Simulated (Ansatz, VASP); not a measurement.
**C in VASP and in Ansatz**

```
C
1.0
     0.00000    1.51805    1.51805
     1.51805    0.00000    1.51805
     1.51805    1.51805    0.00000
C
1
Cartesian
  0.0000 0.0000 0.0000
```

Alike in both runs: functional PBEsol; k mesh 18 × 18 × 18; occupations fermi-dirac, width 0.1 eV; no spin polarisation.

Ansatz relaxed the structure, and its values are those at the end. VASP's run is a single point on that final structure, the one shown.

```csv
,VASP,Ansatz
version,VASP 6.6.1,Ansatz 0.2.0
potentials or method,"VASP PAW PBE potentials, release 64 (C), cutoff 600 eV","plane waves (420 eV) with PAW, scalar-relativistic"
valence electrons in the cell,4,4
```

|  | VASP | Ansatz | Ansatz less VASP |
| --- | --- | --- | --- |
| pressure (GPa) | 0.1 | 0.0 | -0.03 |

VASP's potentials were made for PBE, not for PBEsol, and Ansatz warns of the same on its side.
